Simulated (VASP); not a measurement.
BaTiO3: electric field gradients with PBEsol

The system is BaTiO3.

```
Ba Ti O
1.0
     3.99980    0.00000    0.00000
     0.00000    3.99980    0.00000
     0.00000    0.00000    4.13854
Ba Ti O
1 1 3
Direct
  0.00000 0.00000 0.00000
  0.50000 0.50000 0.50000
  0.50000 0.50000 0.00000
  0.50000 0.00000 0.50000
  0.00000 0.50000 0.50000
```

This cell differs from its parent crystal: zz strain of +3 %.

```yaml
Program: VASP 6.6.1
Task: electric field gradients
Functional: PBEsol
Potentials_or_basis: VASP PAW PBE potentials, release 64 (Ba_sv, Ti_sv, O)
Cutoff: 520 eV
k_mesh: 7 × 7 × 7
Occupations: fermi-dirac, width 0.03 eV
Spin: no spin polarisation
Dipole_correction: no
Further_INCAR_settings: ALGO = Normal; EDIFF = 1e-08; NBANDS = 28
```

```json
{"Pressure": "-7.1 GPa", "Band gap on the k mesh": "1.67 eV (least direct gap 1.78 eV)", "Largest electric field gradient by atom": "Ba +7.5; Ti +27.7; O +35.8, +20.3 (each value once) V/Å²"}
```

Stress tensor (GPa, compression positive):
```
 -5.34   0.00   0.00
  0.00  -5.34   0.00
  0.00   0.00 -10.66
```

Levels at points of the mesh, in eV from the valence-band top:
```
           k point  band 18  band 19  band 20  band 21  band 22  band 23
(0.00, 0.00, 0.00)    -0.15    -0.11    -0.11     1.67     1.67     1.73
```

Electric field gradients, principal values (V/Å²):
```
atom    least   middle  greatest (by size)
1 Ba   -3.750   -3.750               7.500
2 Ti  -13.844  -13.844              27.688
 3 O  -17.924  -17.924              35.848
 4 O   -4.388  -15.910              20.298
 5 O   -4.388  -15.910              20.298
```

Wall time 100 s on 1 thread of Intel(R) Xeon(R) Platinum 8259CL CPU @ 2.50GHz (Skylake/Cascade Lake), on a shared host, peak memory 0.22 GiB.

Caveat: the cell differs from its parent crystal (zz strain of +3 %); the cell stands under tension; without QUAD_EFG the Cq values of the log hold for a quadrupole moment of 1 mb, not for the nuclei; the PAW data sets were made with another functional, which shifts forces and pressure a little; spin-orbit coupling is left out, which moves the levels of the heavy elements; an odd mesh through Γ misses points on the zone boundary, where band edges can lie.
